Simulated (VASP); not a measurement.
Input of a VASP 6.6.1 run:

INCAR

```
PREC     = Accurate       # precision mode
ENCUT    = 520            # plane-wave cutoff, eV
EDIFF    = 1E-6           # SCF threshold, eV
ISMEAR   = 0              # smearing method
SIGMA    = 0.15           # smearing width, eV
LREAL    = F              # projectors in reciprocal space
LASPH    = T              # aspherical terms in the spheres
NELM     = 60             # most SCF steps
ALGO     = Normal         # electronic algorithm
ISIF     = 2              # what is computed and relaxed
LWAVE    = F              # write WAVECAR
LCHARG   = F              # write CHGCAR
GGA      = PE             # functional
NBANDS   = 58             # bands
```

Contents of KPOINTS:

```
Automatic mesh
0
Gamma
  4 4 1
```

File POSCAR:

```
Re12F
1.0
    5.5200000000      0.0000000000      0.0000000000
    2.7600000000      4.7804600000      0.0000000000
    0.0000000000      0.0000000000     17.4574000000
Re F
12 1
Direct
    0.0000000000      0.0000000000      0.0572823000
    0.5000000000      0.0000000000      0.0572823000
    0.0000000000      0.5000000000      0.0572823000
    0.5000000000      0.5000000000      0.0572823000
   -0.1628669226      0.3273635101      0.1811015189
    0.3355146019      0.3273199452      0.1811014385
   -0.1662614780      0.8325631754      0.1823181196
    0.3323044893      0.8353160152      0.1797691912
   -0.0101369537      0.0050842021      0.3108773775
    0.5049718524      0.0050747633      0.3109008561
    0.0045810676      0.4908813478      0.3033912323
    0.4884762038      0.5230624330      0.3014795691
    0.7248317281      0.0498496818      0.4083523179
```

Potentials or basis: VASP PAW PBE potentials, release 64 (Re, F).

Launch:

```console
$ cat potpaw_PBE.64/Re/POTCAR potpaw_PBE.64/F/POTCAR > POTCAR
$ mpirun -np 1 vasp_std > vasp.out
```

Q: Estimate the largest force.

A: 0.223 eV/Å.

Forces on the atoms (eV/Å):
```
Re  -0.117 -0.030 -0.039
Re   0.116 -0.030 -0.038
Re   0.000 -0.113  0.164
Re   0.000  0.182  0.129
Re   0.009 -0.009  0.004
Re  -0.009 -0.010  0.006
Re  -0.003 -0.001  0.002
Re   0.002  0.003 -0.004
Re   0.050 -0.013 -0.093
Re  -0.050 -0.013 -0.097
Re   0.000 -0.024 -0.061
Re   0.000  0.040 -0.066
F    0.002  0.018  0.091
```

Caveat: an odd number of electrons without spin polarisation forces a metal; a magnetic or distorted state may lie lower.
